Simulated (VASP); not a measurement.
A run of VASP 6.6.1:

INCAR

```
SYSTEM = InP
PREC = Accurate
ENCUT = 520
EDIFF = 1E-6
ISMEAR = -1
SIGMA = 0.05
LREAL = .False.
LASPH = .True.
NELM = 100
ALGO = Normal
ISIF = 2
LWAVE = .False.
LCHARG = .True.
GGA = PS
IVDW = 13
LELF = .True.
LVHAR = .True.
NBANDS = 16
```

File KPOINTS:

```
Automatic mesh
0
Gamma
  8 8 8
  0 0 0
```

The input POSCAR:

```
InP
1.0
    0.0000000000      2.9220329907      2.9220329907
    2.9220329907      0.0000000000      2.9220329907
    2.9220329907      2.9220329907      0.0000000000
In P
1 1
Direct
    0.0000000000      0.0000000000      0.0000000000
    0.7500000000      0.7500000000      0.7500000000
```

Potentials or basis: VASP PAW PBE potentials, release 64 (In_d, P).

Command:

```sh
$ cat potpaw_PBE.64/In_d/POTCAR potpaw_PBE.64/P/POTCAR > POTCAR
$ mpirun -np 1 vasp_std > vasp.out
```

Hardware: 1 thread of Intel(R) Xeon(R) 6975P-C (Granite Rapids), with other jobs on the host.

Estimate the wall time of this run.

Run time: 10 s on 1 thread of Intel(R) Xeon(R) 6975P-C (Granite Rapids), on a shared host, peak memory 0.18 GiB. Counts: scf iterations 12, k points 29.
